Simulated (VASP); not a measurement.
A run of VASP 6.6.1 is set up as follows.

INCAR

```
PREC = Accurate ; ENCUT = 520
EDIFF = 1E-6 ; ISMEAR = -1
SIGMA = 0.02 ; LREAL = False
LASPH = True ; NELM = 100
ALGO = Normal ; ISIF = 2
LWAVE = False ; LCHARG = False
GGA = CA ; NBANDS = 23
```

Contents of KPOINTS:

```
regular mesh
0
Gamma
  6 6 4
```

The input POSCAR:

```
NaScTe2
1.0
    4.1909280748      0.0000000000      0.0000000000
    0.0000000000      4.1909280748      0.0000000000
    0.0000000000      0.0000000000      5.7902805845
Na Te Sc
1 2 1
Direct
    0.0000000000      0.0000000000      0.0000000000
    0.0000000000      0.0000000000      0.5000000000
    0.5000000000      0.5000000000      0.0000000000
    0.5000000000      0.5000000000      0.5000000000
```

Potentials or basis: VASP PAW LDA potentials, release 64 (Na_pv, Te, Sc_sv).

Run with:

```bash
$ cat potpaw_LDA.64/Na_pv/POTCAR potpaw_LDA.64/Te/POTCAR potpaw_LDA.64/Sc_sv/POTCAR > POTCAR
$ mpirun -np 1 vasp_std > vasp.out
```

Estimate the band gap on the k mesh.

zero (bands 15 and 16 overlap by 0.55 eV).

Predict the pressure.

0.2 GPa.

Stress tensor (GPa, compression positive):
```
0.11 0.00 0.00
0.00 0.11 0.00
0.00 0.00 0.24
```

Caveat: spin-orbit coupling is left out, which moves the levels of the heavy elements.
